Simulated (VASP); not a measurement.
# I (a cell with a defect): single point with PBE

I (a cell with a defect):

```
I
1.0
     7.31171    4.83248    0.00000
     7.31171   -4.83248    0.00000
     0.00000    0.00000   -9.85644
I
15
Cartesian
  3.6548 -1.7242 -8.6104
  3.6544 -0.9589 -3.6404
  3.6545 0.4689 -6.0461
  7.3440 -4.1233 -8.6604
  7.4645 -3.1306 -3.7289
  7.3412 -0.7109 -1.1988
  7.4644 -1.7087 -6.1297
  7.2770 0.7107 -8.6607
  7.1572 1.7037 -3.7298
  7.2802 4.1213 -1.1996
  7.1576 3.1255 -6.1308
  10.9654 -2.4156 -9.8559
  10.9651 -0.4700 -3.8120
  10.9661 1.7140 -1.2512
  10.9653 0.9569 -6.2200
```

```json
{
  "Program": "VASP 6.6.1",
  "Task": "single point",
  "Functional": "PBE",
  "Potentials or basis": "VASP PAW PBE potentials, release 64 (I)",
  "Cutoff": "520 eV",
  "k mesh": "2 × 2 × 2",
  "Occupations": "fermi-dirac, width 0.1 eV",
  "Spin": "no spin polarisation"
}
```

```
Pressure               : -0.1 GPa
Largest force          : 0.024 eV/Å
Band gap on the k mesh : zero (an odd number of electrons rules out a gap without spin polarisation)
```

Forces on the atoms (eV/Å):
```
I    0.000 -0.002 -0.014
I    0.001  0.012 -0.020
I    0.001 -0.016  0.013
I    0.009 -0.008 -0.018
I    0.001  0.014 -0.014
I    0.009  0.010  0.017
I    0.000 -0.017  0.014
I   -0.009 -0.008 -0.018
I   -0.002  0.014 -0.014
I   -0.008  0.010  0.017
I   -0.002 -0.014  0.014
I   -0.001  0.000  0.001
I    0.001  0.016 -0.012
I    0.000  0.001  0.015
I    0.001 -0.012  0.020
```

Stress tensor (GPa, compression positive):
```
 0.79  0.00  0.00
 0.00 -0.25  0.30
 0.00  0.30 -0.86
```

Levels at points of the mesh, in eV from the Fermi level:
```tsv
k point	band 51	band 52	band 53	band 54	band 55	band 56
(0.00, 0.00, 0.00)	-0.25	-0.18	-0.17	0.82	1.19	1.44
(0.50, 0.00, 0.00)	-0.31	-0.15	-0.12	0.97	1.12	1.14
(0.00, 0.50, 0.00)	-0.31	-0.15	-0.12	0.97	1.12	1.14
(0.50, 0.50, 0.00)	-0.30	-0.18	-0.03	0.83	1.19	1.48
(0.00, 0.00, 0.50)	-0.23	-0.20	-0.19	0.98	1.00	1.12
(0.50, 0.00, 0.50)	-0.42	-0.19	-0.11	1.23	1.32	1.33
(0.00, 0.50, 0.50)	-0.42	-0.19	-0.11	1.23	1.32	1.33
(0.50, 0.50, 0.50)	-0.33	-0.14	-0.13	1.07	1.09	1.13
```

Run time: 6.1 min on 1 thread of Intel(R) Xeon(R) 6975P-C (Granite Rapids) (shared host), peak memory 0.8 GiB.

Caveat: the k points lie up to 0.39 Å⁻¹ apart, too coarse for converged energies and pressures of a metal; spin-orbit coupling is left out, which moves the levels of the heavy elements; an odd number of electrons without spin polarisation forces a metal; a magnetic or distorted state may lie lower.
